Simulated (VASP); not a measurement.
# Au: single point with PBE

Au:

```
CELL_PARAMETERS angstrom
-1.65303 1.65303 1.65303
1.65303 -1.65303 1.65303
1.65303 1.65303 -1.65303
ATOMIC_POSITIONS crystal
Au 0.00000 0.00000 0.00000
```

```
Program             : VASP 6.6.1
Task                : single point
Functional          : PBE
Potentials or basis : VASP PAW PBE potentials, release 64 (Au)
Cutoff              : 520 eV
k mesh              : 18 × 18 × 18
Occupations         : gaussian, width 0.05 eV
Spin                : no spin polarisation
```

```
Pressure : -0.8 GPa
```

Levels at points of the mesh, in eV from the Fermi level:
```tsv
k point	band 4	band 5	band 6	band 7	band 8	band 9
(0.00, 0.00, 0.00)	-4.63	-2.87	-2.87	16.45	16.45	16.45
(0.50, 0.00, 0.00)	-2.69	-1.48	-0.44	3.18	12.29	13.46
(0.50, 0.50, 0.50)	-1.82	-1.82	6.19	6.19	6.19	8.99
```

Run time: 14 s on 1 thread of Intel(R) Xeon(R) 6975P-C (Granite Rapids), with other jobs on the host, peak memory 0.17 GiB.

Caveat: spin-orbit coupling is left out, which moves the levels of the heavy elements.
